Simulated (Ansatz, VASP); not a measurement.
# Two plane-wave programs on GaN

POSCAR

```
GaN
1.0
    3.0558234011      0.0000000000      0.0000000000
   -1.5279117005      2.6464206948      0.0000000000
    0.0000000000      0.0000000000      5.2837860489
Ga N
2 2
Direct
    0.3333333333      0.6666666667      0.0044698793
    0.6666666667      0.3333333333      0.5044698793
    0.3333333333      0.6666666667      0.3705301207
    0.6666666667      0.3333333333      0.8705301207
```

The input INCAR.step1:

```
PREC = Accurate ; ENCUT = 520
ISMEAR = 0 ; SIGMA = 0.01
LREAL = False ; LASPH = True
NELM = 80 ; NBANDS = 26
GGA = PE ; ALGO = Normal
EDIFF = 1E-4 ; LWAVE = True
LCHARG = False
```

The input INCAR.step2:

```
PREC = Accurate ; ENCUT = 520
EDIFF = 1E-7 ; ISMEAR = 0
SIGMA = 0.01 ; LREAL = False
LASPH = True ; NELM = 80
ALGO = Normal ; ISIF = 2
LWAVE = False ; LCHARG = False
METAGGA = R2SCAN ; LMIXTAU = True
NBANDS = 26 ; ISTART = 1
```

File KPOINTS:

```
Automatic mesh
0
Gamma
  12 12 6
```

Input for Ansatz:

```yaml
crystal:
  lattice:
    - [3.0558234011, 0.0, 0.0]
    - [-1.5279117005, 2.6464206948, 0.0]
    - [0.0, 0.0, 5.2837860489]
  atoms:
    - { symbol: Ga, position: [0.3333333333, 0.6666666667, 0.0044698793] }
    - { symbol: Ga, position: [0.6666666667, 0.3333333333, 0.5044698793] }
    - { symbol: "N", position: [0.3333333333, 0.6666666667, 0.3705301207] }
    - { symbol: "N", position: [0.6666666667, 0.3333333333, 0.8705301207] }
kpoints:
  mp_grid: { grid: [12, 12, 6] }
  band_path:
    path:
      - [0.0, 0.0, 0.0]
      - [0.5, 0.0, 0.0]
      - [0.3333333333, 0.3333333333, 0.0]
      - [0.0, 0.0, 0.5]
      - [0.5, 0.0, 0.5]
      - [0.3333333333, 0.3333333333, 0.5]
    npoints: 1
hamiltonian:
  xc: r2scan
scf:
  occupations: { method: fixed }
  n_extra_bands: 5
output:
  forces: true
  stress: true
  eigenvalues: true
  write_density: true
  write_potential: true
  elf: true
  volumetric_format: npy
```

Change from the starting cell: epitaxial_xy strain -4.0%.

Alike in both runs: task single point; functional r2SCAN; k mesh 12 × 12 × 6; no spin polarisation.

```csv
,VASP,Ansatz
version,VASP 6.6.1,Ansatz 0.2.0
potentials or method,"VASP PAW PBE potentials, release 64 (Ga_d, N)","plane waves, PAW"
plane-wave cutoff (eV),520,500
occupations,"gaussian, width 0.01 eV",fixed
valence electrons in the cell,36,36
```

|  | VASP | Ansatz | Ansatz less VASP |
| --- | --- | --- | --- |
| gap on the k mesh at the Fermi level (eV) | 2.41 | 2.42 | +0.012 |
| pressure (GPa) | 15.1 | 13.8 | -1.27 |
| traceless stress, the component that is largest in VASP (GPa) | -13.94 | -13.84 | +0.102 |
| rms of the force components (eV/Å) | 0.012 | 0.000 | -0.0112 |

VASP's potentials were made for PBE, not for r2SCAN. Atom by atom the forces differ by 0.011 eV/Å (rms over components).
